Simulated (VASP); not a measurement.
Here is a VASP 6.6.1 calculation.

File INCAR:

```
PREC = Accurate
ENCUT = 520
EDIFF = 1E-6
ISMEAR = -1
SIGMA = 0.15
LREAL = False
LASPH = True
NELM = 120
ALGO = Normal
ISIF = 2
LWAVE = False
LCHARG = True
GGA = CA
LELF = True
LVHAR = True
NBANDS = 56
GGA_COMPAT = False
```

KPOINTS

```
Automatic mesh
0
Gamma
  2 2 3
```

The input POSCAR:

```
Mg12Zn5
1.0
    8.5510400000      0.0000000000      0.0000000000
    0.0000000000      8.5510400000      0.0000000000
    0.0000000000      0.0000000000      4.2755200000
Mg Zn
12 5
Direct
    0.2465353580      0.2465353580      0.0000000000
    0.2914788893      0.0000000000      0.5000000000
    0.0000000000      0.2914788893      0.5000000000
    0.2465353580      0.7534646420      0.0000000000
    0.2643534993      0.5000000000      0.5000000000
    0.0000000000      0.7085211107      0.5000000000
    0.7534646420      0.2465353580      0.0000000000
    0.7085211107      0.0000000000      0.5000000000
    0.5000000000      0.2643534993      0.5000000000
    0.7534646420      0.7534646420      0.0000000000
    0.7356465007      0.5000000000      0.5000000000
    0.5000000000      0.7356465007      0.5000000000
    0.0000000000      0.0000000000      0.0000000000
    0.0000000000      0.5000000000      0.0000000000
    0.5000000000      0.0000000000      0.0000000000
    0.5000000000      0.5000000000      0.0000000000
    0.0000000000      0.0000000000      0.5000000000
```

Potentials or basis: VASP PAW LDA potentials, release 64 (Mg, Zn).

Launch:

```console
$ cat potpaw_LDA.64/Mg/POTCAR potpaw_LDA.64/Zn/POTCAR > POTCAR
$ mpirun -np 1 vasp_std > vasp.out
```

Q: What does it give for the pressure?

A: 2.8 GPa.

Q: What does it give for the largest force?

A: 0.014 eV/Å.

Q: What does it give for the band gap on the k mesh?

A: Zero (bands 42 and 43 overlap by 0.96 eV).

Stress tensor (GPa, compression positive):
```
2.69 0.00 0.00
0.00 2.69 0.00
0.00 0.00 3.08
```

Caveat: the k points lie up to 0.49 Å⁻¹ apart, too coarse for converged energies and pressures of a metal.
